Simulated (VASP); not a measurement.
Wanted: the native input for a VASP 6.6.1 run.

```
Task                   : single point
Functional             : PBE
Dispersion             : D3(BJ)
Potentials or basis    : VASP PAW PBE potentials, release 64 (S)
Cutoff                 : 500 eV
k mesh                 : 9 × 9 × 9
Occupations            : gaussian, width 0.02 eV
Spin                   : no spin polarisation
Dipole correction      : no
Mended                 : yes
Further INCAR settings : ALGO = Normal; EDIFF = 1e-06; NBANDS = 37
```

The structure of S lies in POSCAR:

```
S
1.0
    7.4581920692      0.0000000000      0.0000000000
   -3.7290960346      6.4589837982      0.0000000000
    0.0000000000      0.0000000000      4.3804682630
S
9
Direct
    0.1149898250      0.1149898250      0.5000000000
    0.4571071971      0.6906670949      0.7369675321
    0.6906670949      0.4571071971      0.2630324679
    0.8850101750      0.0000000000      0.1666666667
    0.2335598977      0.5428928029      0.0703008654
    0.3093329051      0.7664401023      0.4036341987
    0.5428928029      0.2335598977      0.9296991346
    0.7664401023      0.3093329051      0.5963658013
    0.0000000000      0.8850101750      0.8333333333
```

The input as run:

INCAR

```
SYSTEM = S
PREC     = Accurate       ! precision mode
ENCUT    = 500            ! plane-wave cutoff, eV
EDIFF    = 1E-6           ! SCF threshold, eV
ISMEAR   = 0              ! smearing method
SIGMA    = 0.02           ! smearing width, eV
LREAL    = .False.        ! projectors in reciprocal space
LASPH    = .True.         ! aspherical terms in the spheres
NELM     = 120            ! most SCF steps
ALGO     = Normal         ! electronic algorithm
ISIF     = 2              ! what is computed and relaxed
LWAVE    = .False.        ! write WAVECAR
LCHARG   = .False.        ! write CHGCAR
GGA      = PE             ! functional
IVDW     = 12             ! dispersion correction
NBANDS   = 37             ! bands
GGA_COMPAT= .False.
```

KPOINTS

```
regular mesh
0
Gamma
  9 9 9
  0 0 0
```

Potentials or basis: VASP PAW PBE potentials, release 64 (S).

Run with:

```bash
$ cat potpaw_PBE.64/S/POTCAR > POTCAR
$ mpirun -np 1 vasp_std > vasp.out
```

It gave:

```json
{
  "Pressure": "-0.6 GPa",
  "Largest force": "0.127 eV/Å",
  "Band gap on the k mesh": "1.93 eV (least direct gap 2.07 eV)",
  "Dispersion energy per atom": "-0.251 eV"
}
```

Caveat: an odd mesh through Γ misses points on the zone boundary, where band edges can lie.

Wall time 4.9 min on 1 thread of AMD EPYC 9R45 96-Core Processor (Zen 5), with other jobs on the host, peak memory 0.54 GiB.
